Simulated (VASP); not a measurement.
# W (Im-3m) in VASP: further runs, part 2 of 2

VASP 6.6.1. Earlier steps stand in the parts before.

### Step 4. Single point, PBE

This run uses another cell than the first one, of 16.14 Å³/atom.

Contents of INCAR:

```
SYSTEM = W
ALGO = Normal
EDIFF = 1E-6
ENCUT = 500
GGA = PE
GGA_COMPAT = .False.
ISIF = 2
ISMEAR = -1
LASPH = .True.
LCHARG = .False.
LREAL = .False.
LWAVE = .False.
NBANDS = 13
NELM = 120
PREC = Accurate
SIGMA = 0.15
```

Contents of KPOINTS:

```
k-points
0
Gamma
  15 15 15
  0 0 0
```

Contents of POSCAR:

```
W
1.0
   -1.5920665946      1.5920665946      1.5920665946
    1.5920665946     -1.5920665946      1.5920665946
    1.5920665946      1.5920665946     -1.5920665946
W
1
Direct
    0.0000000000      0.0000000000      0.0000000000
```

Potentials or basis: VASP PAW PBE potentials, release 64 (W_sv).

The run is started by

```sh
cat potpaw_PBE.64/W_sv/POTCAR > POTCAR
mpirun -np 1 vasp_std > vasp.out
```

OUTCAR:

```text
SYSTEM = W
   EDIFF = 1E-6
   ENCUT = 500
   GGA = PE
   ISIF = 2
   ISMEAR = -1
   LASPH = .True.
   LREAL = .False.
   NELM = 120
   PREC = Accurate

 ion  position               nearest neighbor table
   1  0.000  0.000  0.000-

  LATTYP: Found a body centered cubic cell.
 ALAT       =     3.1841331892

  Lattice vectors:

 A1 = (  -1.5920665946,   1.5920665946,   1.5920665946)
 A2 = (   1.5920665946,  -1.5920665946,   1.5920665946)
 A3 = (   1.5920665946,   1.5920665946,  -1.5920665946)

Analysis of symmetry for initial positions (statically):
=====================================================================
 Subroutine PRICEL returns:
 Original cell was already a primitive cell.

 Routine SETGRP: Setting up the symmetry group for a
 body centered cubic supercell.

 Subroutine GETGRP returns: Found 48 space group operations
 (whereof 48 operations were pure point group operations)
 out of a pool of 48 trial point group operations.

The static configuration has the point symmetry O_h .

Analysis of symmetry for dynamics (positions and initial velocities):
=====================================================================
 Subroutine PRICEL returns:
 Original cell was already a primitive cell.

 Routine SETGRP: Setting up the symmetry group for a
 body centered cubic supercell.

 Subroutine GETGRP returns: Found 48 space group operations
 (whereof 48 operations were pure point group operations)
 out of a pool of 48 trial point group operations.

The dynamic configuration has the point symmetry O_h .

 Subroutine INISYM returns: Found 48 space group operations
 (whereof 48 operations are pure point group operations),
 and found     1 'primitive' translations

----------------------------------------------------------------------------------------

                                     Primitive cell

  volume of cell :      16.1415
[... 106 lines left out ...]
     AMIX     =   0.40;   BMIX     =  1.00
     AMIX_MAG =   1.60;   BMIX_MAG =  1.00
  volume/ion in A,a.u.               =      16.14       108.93
  Fermi-wavevector in a.u.,A,eV,Ry     =   1.561240  2.950315 33.163789  2.437470
  Thomas-Fermi vector in A             =   2.664334
   LORBIT       =      0    0 simple, 1 ext, 2 COOP (PROOUT), +10 PAW based schemes
   GGA     = PE    functional components
   LHFCALC =     F    Hartree Fock is set to
   AEXX    =    0.0000 exact exchange contribution
   IVDW    =     0    specifies the selected vdW correction
   LEPSILON=     F    determine dielectric tensor
   LRPA    =     F    only Hartree local field effects (RPA)
 non-spin polarized calculation
  energy-cutoff  :      500.00
  volume of cell :       16.14
 maximum number of plane-waves:       420
   NGX =  9   NGY =  9   NGZ =  9

 number of electron      14.0000000 magnetization

 Free energy of the ion-electron system (eV)
  ---------------------------------------------------
  ext. energy  EPLUGINS =         0.00000000
  ---------------------------------------------------
  free energy    TOTEN  =       -12.96966814 eV

  energy without entropy =      -12.93309248  energy(sigma->0) =      -12.95138031

 E-fermi :  11.1455     XC(G=0): -13.5384

 val. band max:       11.1217751097   @ k =  -0.3333   0.4000   0.2667
 cond. band min:      11.2795768888   @ k =  -0.2667   0.2667   0.1333
 fundamental gap:      0.1578017791
 Fermi energy:        11.1454573052

 k-point     1 :       0.0000    0.0000    0.0000
  band No.  band energies     occupation
      1     -63.0232      2.00000
      2     -26.6114      2.00000
      3     -26.6114      2.00000
      4     -26.6114      2.00000
      5       1.6464      2.00000
      6       9.9846      1.99913
      7       9.9846      1.99913
      8       9.9846      1.99913
      9      13.4023      0.00000
     10      13.4023      0.00000
     11      25.6584      0.00000
     12      25.6584      0.00000
     13      25.6584      0.00000
[... 354 lines left out ...]
  band No.  band energies     occupation
      1     -62.8899      2.00000
      2     -27.6792      2.00000
      3     -27.1793      2.00000
      4     -26.7354      2.00000
      5       6.2002      2.00000
      6       7.9536      2.00000
      7       9.8039      1.99974
      8      13.1580      0.00000
      9      14.5599      0.00000
     10      19.3576      0.00000
     11      20.3018      0.00000
     12      24.1754      0.00000
     13      27.0693      0.00000

 [... further k-points ...]
[... 5 lines left out ...]
  --------------------------------------------------------------------------------------
  -------------------------------------------------------------------------------------
  Total        0.0490707      0.0490707      0.0490707      0.0000000      0.0000000     -0.0000000
  in kB        4.8706766      4.8706766      4.8706766      0.0000000      0.0000000     -0.0000000
  external PRESSURE =       4.8706766 kB  Pullay stress =       0.0000000 kB

 VOLUME and BASIS-vectors are now :
 -----------------------------------------------------------------------------
  energy-cutoff  :      500.00
  volume of cell :       16.14
      direct lattice vectors                 reciprocal lattice vectors
    -1.592066595  1.592066595  1.592066595     0.000000000  0.314057215  0.314057215
     1.592066595 -1.592066595  1.592066595     0.314057215  0.000000000  0.314057215
     1.592066595  1.592066595 -1.592066595     0.314057215  0.314057215  0.000000000

 POSITION                                       TOTAL-FORCE (eV/Angst)
 -----------------------------------------------------------------------------------
      0.00000      0.00000      0.00000        -0.000000      0.000000      0.000000
 -----------------------------------------------------------------------------------
    total drift:                                0.000000     -0.000000      0.000000

  FREE ENERGIE OF THE ION-ELECTRON SYSTEM (eV)
  ---------------------------------------------------
  free  energy   TOTEN  =       -12.9696681419 eV

  energy  without entropy=      -12.9330924812  energy(sigma->0) =      -12.95138031
```

Run time: 11 s. Hardware: 1 thread of AMD EPYC 9R45 (Zen 5), shared host; peak memory 0.11 GiB.

What came out:

```
Free energy            : -12.9697 eV
Pressure               : 0.5 GPa
Band gap on the k mesh : zero (bands 7 and 8 overlap by 5.73 eV)
```

Levels at points of the mesh, in eV from the Fermi level:
```
           k point  band 3  band 4  band 5  band 6  band 7  band 8  band 9  band 10  band 11  band 12
(0.00, 0.00, 0.00)  -37.76  -37.76   -9.50   -1.16   -1.16   -1.16    2.26     2.26    14.51    14.51
```

Caveat: spin-orbit coupling is left out, which moves the levels of the heavy elements.

### Step 5. Summary

| level | cell | gap on the mesh (eV) | pressure (GPa) |
| --- | --- | --- | --- |
| PBE+D3(BJ) | a = 2.736 Å, angles 109.5°, 1 atom | none | 0.6 |
| PBE+D4 | a = 2.738 Å, angles 109.5°, 1 atom | none | 0.5 |
| PBE | a = 2.758 Å, angles 109.5°, 1 atom | none | 0.5 |

Alike in all rows: task single point; potentials or basis VASP PAW PBE potentials, release 64 (W_sv); no spin polarisation; k mesh 15 × 15 × 15; cutoff (eV) 500; smearing fermi-dirac 0.15 eV.

Caveats: spin-orbit coupling is left out, which moves the levels of the heavy elements.

Total energies depend on the potentials used, so only differences within one code and one set of settings carry meaning.
